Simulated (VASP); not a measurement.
A run of VASP 6.6.1:

Contents of INCAR:

```
SYSTEM = KZnF3
PREC = Accurate
ENCUT = 600
EDIFF = 1E-7
ISMEAR = 0
SIGMA = 0.02
LREAL = .False.
LASPH = .True.
NELM = 120
ALGO = Normal
ISIF = 3
LWAVE = .False.
LCHARG = .False.
GGA = PE
IBRION = 2
NSW = 100
EDIFFG = -0.01
GGA_COMPAT = .False.
NELMIN = 4
```

File KPOINTS:

```
Automatic mesh
0
Gamma
  6 6 6
  0 0 0
```

Contents of POSCAR:

```
KZnF3
1.0
    4.1316726657      0.0000000000      0.0000000000
    0.0000000000      4.1316726657      0.0000000000
    0.0000000000      0.0000000000      4.1316726657
K Zn F
1 1 3
Direct
    0.0000000000      0.0000000000      0.0000000000
    0.5000000000      0.5000000000      0.5000000000
    0.5000000000      0.5000000000      0.0000000000
    0.0000000000      0.5000000000      0.5000000000
    0.5000000000      0.0000000000      0.5000000000
```

Potentials or basis: VASP PAW PBE potentials, release 64 (K_sv, Zn, F).

Run with:

```bash
$ cat potpaw_PBE.64/K_sv/POTCAR potpaw_PBE.64/Zn/POTCAR potpaw_PBE.64/F/POTCAR > POTCAR
$ mpirun -np 1 vasp_std > vasp.out
```

Hardware: 1 thread of Intel Xeon 8259CL, with other jobs on the host.

**Question.** How long does it take, and how much memory?

**Answer.** Run time: 100 s on 1 thread of Intel Xeon 8259CL, with other jobs on the host, peak memory 0.2 GiB. Counts: scf iterations 19, k points 20, ion steps 1.
